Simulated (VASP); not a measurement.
# C (Fd-3m) in VASP: further runs

Runs on C. Level: PBE. Tasks: single point.

Everything below comes from runs of VASP 6.6.1. Logs are shortened: lines on timing, memory, paths and dates and some standing lists are left out, and cuts for length are marked.

## (1) The cell of the first run

The structure is cubic, space group Fd-3m (No. 227). Conventional cell: a = 3.514 Å, b = 3.514 Å, c = 3.514 Å, α = 90.00°, β = 90.00°, γ = 90.00°. C (site symmetry -43m) has 4 C at 1.52 Å within 2.0 Å.

## (2) Single point, PBE (volume 5.422 Å^3 an atom, c/a of the conventional cell 1.0000)

Input file INCAR:

```
SYSTEM = C
PREC = Accurate ; ENCUT = 520
EDIFF = 1E-6 ; ISMEAR = 0
SIGMA = 0.05 ; LREAL = .FALSE.
LASPH = .TRUE. ; NELM = 80
ALGO = Normal ; ISIF = 2
LWAVE = .FALSE. ; LCHARG = .TRUE.
GGA = PE ; LELF = .TRUE.
LVHAR = .TRUE. ; NBANDS = 11
```

Input file KPOINTS:

```
Automatic mesh
0
G
  12 12 12
  0 0 0
```

Input file POSCAR:

```
C
1.0
    0.0000000000      1.7567899477      1.7567899477
    1.7567899477      0.0000000000      1.7567899477
    1.7567899477      1.7567899477      0.0000000000
C
2
Direct
    0.5000000000      0.5000000000      0.5000000000
    0.7500000000      0.7500000000      0.7500000000
```

Potentials or basis: VASP PAW PBE potentials, release 64 (C).

Command:

```bash
cat potpaw_PBE.64/C/POTCAR > POTCAR
mpirun -np 1 vasp_std > vasp.out
```

OUTCAR:

```text
SYSTEM = C
   PREC = Accurate
   ENCUT = 520
   EDIFF = 1E-6
   ISMEAR = 0
   LREAL = .FALSE.
   LASPH = .TRUE.
   NELM = 80
   ISIF = 2
   GGA = PE

 ion  position               nearest neighbor table
   1  0.500  0.500  0.500-   2 1.52   2 1.52   2 1.52   2 1.52
   2  0.750  0.750  0.750-   1 1.52   1 1.52   1 1.52   1 1.52

  LATTYP: Found a face centered cubic cell.
 ALAT       =     3.5135798954

  Lattice vectors:

 A1 = (   0.0000000000,   1.7567899477,   1.7567899477)
 A2 = (   1.7567899477,   0.0000000000,   1.7567899477)
 A3 = (   1.7567899477,   1.7567899477,   0.0000000000)

Analysis of symmetry for initial positions (statically):
=====================================================================
 Subroutine PRICEL returns:
 Original cell was already a primitive cell.

 Routine SETGRP: Setting up the symmetry group for a
 face centered cubic supercell.

 Subroutine GETGRP returns: Found 48 space group operations
 (whereof 24 operations were pure point group operations)
 out of a pool of 48 trial point group operations.

The static configuration has the point symmetry T_d .
 The point group associated with its full space group is O_h .

Analysis of symmetry for dynamics (positions and initial velocities):
=====================================================================
 Subroutine PRICEL returns:
 Original cell was already a primitive cell.

 Routine SETGRP: Setting up the symmetry group for a
 face centered cubic supercell.

 Subroutine GETGRP returns: Found 48 space group operations
 (whereof 24 operations were pure point group operations)
 out of a pool of 48 trial point group operations.

The dynamic configuration has the point symmetry T_d .
 The point group associated with its full space group is O_h .

 Subroutine INISYM returns: Found 48 space group operations
 (whereof 24 operations are pure point group operations),
 and found     1 'primitive' translations

----------------------------------------------------------------------------------------

                                     Primitive cell

  volume of cell :      10.8440

  direct lattice vectors                    reciprocal lattice vectors
     0.000000000  1.756789948  1.756789948    -0.284610007  0.284610007  0.284610007
     1.756789948  0.000000000  1.756789948     0.284610007 -0.284610007  0.284610007
     1.756789948  1.756789948  0.000000000     0.284610007  0.284610007 -0.284610007

  length of vectors
     2.484476170  2.484476170  2.484476170     0.492958993  0.492958993  0.492958993

  position of ions in fractional coordinates (direct lattice)
     0.500000000  0.500000000  0.500000000
     0.750000000  0.750000000  0.750000000

  ion indices of the primitive-cell ions
   primitive index   ion index
                 1           1
                 2           2

----------------------------------------------------------------------------------------

 KPOINTS: Automatic mesh

Automatic generation of k-mesh.
 Grid dimensions read from file:
 generate k-points for:   12   12   12

 Generating k-lattice:

  Cartesian coordinates                     Fractional coordinates (reciprocal lattice)
    -0.023717501  0.023717501  0.023717501     0.083333333  0.000000000  0.000000000
     0.023717501 -0.023717501  0.023717501     0.000000000  0.083333333  0.000000000
     0.023717501  0.023717501 -0.023717501     0.000000000  0.000000000  0.083333333

  Length of vectors
     0.041079916  0.041079916  0.041079916

  Shift w.r.t. Gamma in fractional coordinates (k-lattice)
     0.000000000  0.000000000  0.000000000

 Subroutine IBZKPT returns following result:
 ===========================================

 Found     72 irreducible k-points:

 Following reciprocal coordinates:
            Coordinates               Weight
  0.000000  0.000000  0.000000      1.000000
  0.083333  0.000000  0.000000      8.000000
  0.166667  0.000000  0.000000      8.000000
  0.250000  0.000000  0.000000      8.000000
  0.333333  0.000000  0.000000      8.000000
  0.416667  0.000000  0.000000      8.000000
[... 16 lines left out ...]
  0.500000  0.166667  0.000000     24.000000
 -0.416667  0.166667  0.000000     24.000000
 [... further k-points ...]
   k-points           NKPTS =     72   k-points in BZ     NKDIM =     72   number of bands    NBANDS=     11
   number of dos      NEDOS =    301   number of ions     NIONS =      2
   total plane-waves  NPLWV =   5832
   dimension x,y,z NGX =    18 NGY =   18 NGZ =   18
   dimension x,y,z NGXF=    36 NGYF=   36 NGZF=   36
   ions per type =               2
   NGX,Y,Z   is equivalent  to a cutoff of  12.04, 12.04, 12.04 a.u.
   NGXF,Y,Z  is equivalent  to a cutoff of  24.09, 24.09, 24.09 a.u.
 SYSTEM =  C
   PREC   = accura    normal or accurate (medium, high low for compatibility)
   ISTART =      0    job   : 0-new  1-cont  2-samecut
   ICHARG =      2    charge: 1-file 2-atom 10-const
   ISPIN  =      1    spin polarized calculation?
   LNONCOLLINEAR =      F non collinear calculations
   LSORBIT =      F    spin-orbit coupling
   LASPH  =      T    aspherical Exc in radial PAW
   ENCUT  =  520.0 eV  38.22 Ry    6.18 a.u.   4.62  4.62  4.62*2*pi/ulx,y,z
   NELM   =     80;   NELMIN=  2; NELMDL= -5     # of ELM steps
   EDIFF  = 0.1E-05   stopping-criterion for ELM
   LREAL  =      F    real-space projection
   EDIFFG = 0.1E-04   stopping-criterion for IOM
   NSW    =      0    number of steps for IOM
   IBRION =     -1    ionic relax: 0-MD 1-quasi-New 2-CG
   NFREE  =      0    steps in history (QN), initial steepest desc. (CG)
   ISIF   =      2    stress and relaxation
   ISYM   =      2    0-nonsym 1-usesym 2-fastsym
   POTIM  = 0.5000    time-step for ionic-motion
   TEBEG  =    0.0;   TEEND  =   0.0 temperature during run
   PSTRESS=    0.0 pullay stress
   NELECT =       8.0000    total number of electrons
   NUPDOWN=      -1.0000    fix difference up-down
   EMIN   =  10.00;   EMAX   =-10.00  energy-range for DOS
   EFERMI =   0.00;   METHOD = LEGACY
   ISMEAR =     0;   SIGMA  =   0.05  broadening in eV -4-tet -1-fermi 0-gaus
   EFERMI_NEDOS =   21; number of points for ismear=-14 and -15
   IALGO  =     38    algorithm
   IMIX   =      4    mixing-type and parameters
     AMIX     =   0.40;   BMIX     =  1.00
     AMIX_MAG =   1.60;   BMIX_MAG =  1.00
  volume/ion in A,a.u.               =       5.42        36.59
  Fermi-wavevector in a.u.,A,eV,Ry     =   1.479250  2.795378 29.772015  2.188181
  Thomas-Fermi vector in A             =   2.593431
   LORBIT       =      0    0 simple, 1 ext, 2 COOP (PROOUT), +10 PAW based schemes
   GGA     = PE    functional components
   LHFCALC =     F    Hartree Fock is set to
   AEXX    =    0.0000 exact exchange contribution
   IVDW    =     0    specifies the selected vdW correction
   LEPSILON=     F    determine dielectric tensor
   LRPA    =     F    only Hartree local field effects (RPA)
 non-spin polarized calculation
 Gauss-broadening in eV      SIGMA  =   0.05
  energy-cutoff  :      520.00
  volume of cell :       10.84
 maximum number of plane-waves:       303
   NGX =  9   NGY =  9   NGZ =  9

 number of electron       8.0000002 magnetization

 Free energy of the ion-electron system (eV)
  ---------------------------------------------------
  ext. energy  EPLUGINS =         0.00000000
  ---------------------------------------------------
  free energy    TOTEN  =       -18.14416858 eV

  energy without entropy =      -18.14416858  energy(sigma->0) =      -18.14416858

 E-fermi :  10.6377     XC(G=0): -13.4783

 val. band max:       10.3928478310   @ k =   0.0000   0.0000   0.0000
 cond. band min:      14.6496537005   @ k =   0.3333   0.3333   0.0000
 fundamental gap:      4.2568058695
 Fermi energy:        10.6377469716

 k-point     1 :       0.0000    0.0000    0.0000
  band No.  band energies     occupation
      1     -11.6994      2.00000
      2      10.3928      2.00000
      3      10.3928      2.00000
      4      10.3928      2.00000
      5      16.1076      0.00000
      6      16.1076      0.00000
      7      16.1076      0.00000
      8      24.7731      0.00000
      9      30.2745      0.00000
     10      37.4282      0.00000
     11      37.4282      0.00000

 k-point     2 :       0.0833    0.0000    0.0000
  band No.  band energies     occupation
      1     -11.5013      2.00000
      2       9.1211      2.00000
      3      10.0537      2.00000
      4      10.0537      2.00000
      5      16.5520      0.00000
      6      16.5520      0.00000
      7      16.8769      0.00000
      8      24.9030      0.00000
      9      30.5993      0.00000
     10      35.2188      0.00000
     11      35.2188      0.00000

 k-point     3 :       0.1667    0.0000    0.0000
  band No.  band energies     occupation
      1     -10.9085      2.00000
      2       6.5078      2.00000
      3       9.3207      2.00000
      4       9.3207      2.00000
      5      17.5121      0.00000
      6      17.5121      0.00000
      7      18.0803      0.00000
      8      25.2699      0.00000
      9      31.2762      0.00000
     10      33.5703      0.00000
     11      33.5703      0.00000

 k-point     4 :       0.2500    0.0000    0.0000
  band No.  band energies     occupation
      1      -9.9293      2.00000
      2       3.5834      2.00000
      3       8.5683      2.00000
      4       8.5683      2.00000
      5      18.3951      0.00000
      6      18.3951      0.00000
      7      18.9603      0.00000
      8      25.7726      0.00000
      9      31.7174      0.00000
     10      33.1587      0.00000
     11      33.1587      0.00000
[... 239 lines left out ...]
 k-point    22 :       0.4167    0.1667    0.0000
  band No.  band energies     occupation
      1      -7.3866      2.00000
      2       0.3063      2.00000
      3       5.9866      2.00000
      4       6.1569      2.00000
      5      17.2381      0.00000
      6      21.7275      0.00000
      7      22.0491      0.00000
      8      23.4661      0.00000
      9      32.0528      0.00000
     10      33.6795      0.00000
     11      38.4377      0.00000

 k-point    23 :       0.5000    0.1667    0.0000
  band No.  band energies     occupation
      1      -5.7262      2.00000
      2      -2.0325      2.00000
      3       5.2373      2.00000
      4       6.2505      2.00000
      5      17.6606      0.00000
      6      21.4292      0.00000
      7      22.2133      0.00000
      8      25.1367      0.00000
      9      31.0896      0.00000
     10      35.0808      0.00000
     11      37.6255      0.00000

 k-point    24 :      -0.4167    0.1667    0.0000
  band No.  band energies     occupation
      1      -5.2597      2.00000
      2      -2.5881      2.00000
      3       4.7274      2.00000
      4       6.6472      2.00000
      5      18.1158      0.00000
      6      20.9160      0.00000
      7      22.1930      0.00000
      8      26.3805      0.00000
      9      30.3699      0.00000
     10      35.0900      0.00000
     11      35.8390      0.00000

 [... further k-points ...]
[... 5 lines left out ...]
  --------------------------------------------------------------------------------------
  -------------------------------------------------------------------------------------
  Total        1.6345104      1.6345104      1.6345104      0.0000000      0.0000000      0.0000000
  in kB      241.4953468    241.4953468    241.4953468      0.0000000      0.0000000      0.0000000
  external PRESSURE =     241.4953468 kB  Pullay stress =       0.0000000 kB

 VOLUME and BASIS-vectors are now :
 -----------------------------------------------------------------------------
  energy-cutoff  :      520.00
  volume of cell :       10.84
      direct lattice vectors                 reciprocal lattice vectors
     0.000000000  1.756789948  1.756789948    -0.284610007  0.284610007  0.284610007
     1.756789948  0.000000000  1.756789948     0.284610007 -0.284610007  0.284610007
     1.756789948  1.756789948  0.000000000     0.284610007  0.284610007 -0.284610007

 POSITION                                       TOTAL-FORCE (eV/Angst)
 -----------------------------------------------------------------------------------
      1.75679      1.75679      1.75679        -0.000000     -0.000000     -0.000000
      2.63518      2.63518      2.63518         0.000000      0.000000      0.000000
 -----------------------------------------------------------------------------------
    total drift:                                0.000000     -0.000000      0.000000

  FREE ENERGIE OF THE ION-ELECTRON SYSTEM (eV)
  ---------------------------------------------------
  free  energy   TOTEN  =       -18.1441685846 eV

  energy  without entropy=      -18.1441685846  energy(sigma->0) =      -18.14416858
```

Run time: 5 s. Hardware: 1 thread of AMD EPYC 7R13 (Zen 3), shared host; peak memory 0.08 GiB.

Results:

| Property | Result |
| --- | --- |
| Free energy | -18.1442 eV |
| Pressure | 24.1 GPa |
| Band gap on the k mesh | 4.26 eV, indirect (least direct gap 5.71 eV) |

## (3) Single point, PBE (volume 5.149 Å^3 an atom, c/a of the conventional cell 1.0000)

Input file INCAR:

```
ALGO = Normal ; EDIFF = 1E-7
ENCUT = 520 ; GGA = PE
ISIF = 2 ; ISMEAR = 0
LASPH = True ; LCHARG = False
LREAL = False ; LWAVE = False
NBANDS = 11 ; NELM = 100
PREC = Accurate ; SIGMA = 0.05
```

Input file KPOINTS:

```
k-points
0
Gamma
  12 12 12
```

Input file POSCAR:

```
C
1.0
    0.0000000000      1.7267957216      1.7267957216
    1.7267957216      0.0000000000      1.7267957216
    1.7267957216      1.7267957216      0.0000000000
C
2
Direct
    0.5000000000      0.5000000000      0.5000000000
    0.7500000000      0.7500000000      0.7500000000
```

Potentials or basis: VASP PAW PBE potentials, release 64 (C).

Command:

```bash
cat potpaw_PBE.64/C/POTCAR > POTCAR
mpirun -np 1 vasp_std > vasp.out
```

Wall time 5.1 s (1 thread of AMD EPYC 7R13 (Zen 3), shared host); peak memory 0.08 GiB.

The run converged. Its results:

```
Free energy            : -18.0128 eV
Pressure               : 53.6 GPa
Band gap on the k mesh : 4.38 eV, indirect (least direct gap 5.86 eV)
```

Levels at points of the mesh, in eV from the valence-band top:
```tsv
k point	band 1	band 2	band 3	band 4	band 5	band 6	band 7	band 8
(0.00, 0.00, 0.00)	-22.82	0.00	0.00	0.00	5.86	5.86	5.86	15.62
(0.50, 0.00, 0.00)	-16.47	-14.49	-3.06	-3.06	8.86	8.86	10.20	16.57
(0.50, 0.50, 0.00)	-13.48	-13.48	-6.91	-6.91	4.96	4.96	18.33	18.33
```

 A k mesh can miss the band edges.

(Continued in part 2 of 2.)
